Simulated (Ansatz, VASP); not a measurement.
# CoO in VASP and in Ansatz

```
Co O
1.0
     1.50547    0.86918    2.43993
    -1.50547    0.86918    2.43993
     0.00000   -1.73837    2.43993
Co O
1 1
Direct
  0.00000 0.00000 0.00000
  0.50000 0.50000 0.50000
```

Alike in both runs: task single point; functional PBE; k mesh 9 × 9 × 9; occupations fermi-dirac, width 0.05 eV; collinear spin; fixed moment 3 μB.

|  | VASP | Ansatz |
| --- | --- | --- |
| version | VASP 6.6.1 | Ansatz 0.2.0 |
| potentials or method | VASP PAW PBE potentials, release 64 (Co_sv, O) | Ansatz PAW |
| plane-wave cutoff (eV) | 600 | 420 |
| valence electrons in the cell | 23 | 23 |

|  | VASP | Ansatz | Ansatz less VASP |
| --- | --- | --- | --- |
| pressure (GPa) | -1.8 | 0.9 | +2.70 |
| traceless stress, the component that is largest in VASP (GPa) | -0.32 | -0.29 | +0.026 |
| net moment per atom (μB) | 1.50 | 1.50 | 0.000 |
| size of the moment on the site where the two differ most (μB) | 2.57 | 2.54 | -0.034 |

Site moments also hang on the region over which each program counts them.
